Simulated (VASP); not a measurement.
NaCaI3: single point with r2SCAN

Crystal: NaCaI3.

```
Na Ca I
1.0
     6.15653    0.00000    0.00000
     0.00000    6.15653    0.00000
     0.00000    0.00000    6.15653
Na Ca I
1 1 3
Direct
  0.00000 0.00000 0.00000
  0.50000 0.50000 0.50000
  0.50000 0.50000 0.00000
  0.50000 0.00000 0.50000
  0.00000 0.50000 0.50000
```

This cell differs from its parent crystal: strain +0.5%.

```yaml
Program: VASP 6.6.1
Task: single point
Functional: r2SCAN
Potentials_or_basis: VASP PAW PBE potentials, release 64 (Na_pv, Ca_sv, I)
Cutoff: 520 eV
k_mesh: 4 × 4 × 4
Occupations: gaussian, width 0.01 eV
Spin: no spin polarisation
```

```
Pressure               : -0.2 GPa
Band gap on the k mesh : 3.08 eV, indirect (least direct gap 3.44 eV)
```

Levels at points of the mesh, in eV from the valence-band top:
```tsv
k point	band 16	band 17	band 18	band 19	band 20	band 21	band 22	band 23
(0.00, 0.00, 0.00)	-0.64	-0.36	-0.36	-0.36	3.08	4.28	4.28	4.28
(0.50, 0.00, 0.00)	-1.04	-0.78	-0.45	-0.45	4.36	4.40	5.05	5.29
(0.50, 0.50, 0.00)	-1.04	-1.02	-1.02	-0.01	4.44	5.38	5.38	5.38
(0.50, 0.50, 0.50)	-1.39	0.00	0.00	0.00	3.47	5.84	5.84	5.84
```

Wall time 2.6 min on 1 thread of AMD EPYC 9R45 96-Core Processor (Zen 5) (shared host), peak memory 0.37 GiB.

Caveat: the cell differs from its parent crystal (strain +0.5%); the PAW data sets were made with another functional, which shifts forces and pressure a little; spin-orbit coupling is left out, which moves the levels of the heavy elements. A k mesh can miss the band edges.
